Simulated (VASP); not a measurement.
Input of a VASP 6.6.1 run:

Contents of INCAR:

```
SYSTEM = C18S
ALGO = Normal
EDIFF = 1E-6
ENCUT = 520
GGA = PE
GGA_COMPAT = .FALSE.
ISIF = 2
ISMEAR = -1
ISPIN = 2
IVDW = 12
LASPH = .TRUE.
LCHARG = .TRUE.
LELF = .TRUE.
LORBIT = 11
LREAL = .FALSE.
LVHAR = .TRUE.
LWAVE = .FALSE.
MAGMOM = 0 0 0 0 0 0 0 0 0 0 0 0 0 0 0 0 0 0 0
NBANDS = 58
NELM = 200
NELMDL = -8
PREC = Accurate
SIGMA = 0.05
```

File KPOINTS:

```
k-points
0
G
  2 2 1
  0 0 0
```

The input POSCAR:

```
C18S
1.0
    7.3980000000      0.0000000000      0.0000000000
   -3.6990000000      6.4068560000      0.0000000000
    0.0000000000      0.0000000000     13.0000000000
C S
18 1
Direct
    0.0069613282      0.0015676956      0.0699596923
    0.2294668827      0.1125063526      0.0710391538
    0.0079677858      0.3374881533      0.0705840769
    0.2306252623      0.4483832632      0.0698891538
    0.0075909833      0.6693852648      0.0715782308
    0.2282431849      0.7799483865      0.0711487692
    0.3359200745      0.0008923253      0.0749920000
    0.5609993313      0.1095331314      0.0946470000
    0.3424990290      0.3374541273      0.0721790769
    0.5617610856      0.4474183593      0.0772360769
    0.3411625581      0.6697263057      0.0721163846
    0.5642550782      0.7797748225      0.0732820769
    0.6777539882      0.0009151134      0.0764082308
    0.8960498314      0.1126892816      0.0711356923
    0.6756776251      0.3377996946      0.0886905385
    0.8987013108      0.4475369823      0.0750128462
    0.6743126981      0.6693766802      0.0737531538
    0.8966585753      0.7807707868      0.0727015385
    0.5991216098      1.1617679561      0.2390311538
```

Potentials or basis: VASP PAW PBE potentials, release 64 (C, S).

Launch:

```bash
$ cat potpaw_PBE.64/C/POTCAR potpaw_PBE.64/S/POTCAR > POTCAR
$ mpirun -np 1 vasp_std > vasp.out
```

(1) Predict the band gap on the k mesh.

(2) Predict the largest force.

## Answers

(1) 0.20 eV.

(2) 0.674 eV/Å.

Caveat: the k points lie up to 0.49 Å⁻¹ apart; there is no dipole correction, which matters where the two faces differ.
